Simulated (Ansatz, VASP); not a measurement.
**W: VASP beside Ansatz**

```xyz
1
Lattice="0.0000 2.1760 1.6821 2.1760 0.0000 1.6821 2.1760 2.1760 0.0000" Properties=species:S:1:pos:R:3 pbc="T T T"
W     0.0000    0.0000    0.0000
```

Alike in both runs: task single point; functional LDA; k mesh 22 × 22 × 22; occupations gaussian, width 0.15 eV; no spin polarisation.

|  | VASP | Ansatz |
| --- | --- | --- |
| version | VASP 6.6.1 | Ansatz 0.2.0 |
| potentials or method | VASP PAW LDA potentials, release 64 (W_sv), cutoff 520 eV | scalar-relativistic, plane waves, PAW |
| valence electrons in the cell | 14 | 14 |

|  | VASP | Ansatz | Ansatz less VASP |
| --- | --- | --- | --- |
| gap on the k mesh at the Fermi level (eV) | none | none | - |
| pressure (GPa) | -7.5 | -9.1 | -1.66 |
| traceless stress, the component that is largest in VASP (GPa) | -16.22 | -16.16 | +0.062 |

Ansatz warns that its potentials were made for another functional, while VASP's fit it. LDA's correlation is that of Perdew and Zunger in VASP and of Perdew and Wang (1992) in Ansatz. A gap of «none» marks a metal or a gap that the smearing closes.

Spin-orbit coupling is off throughout.
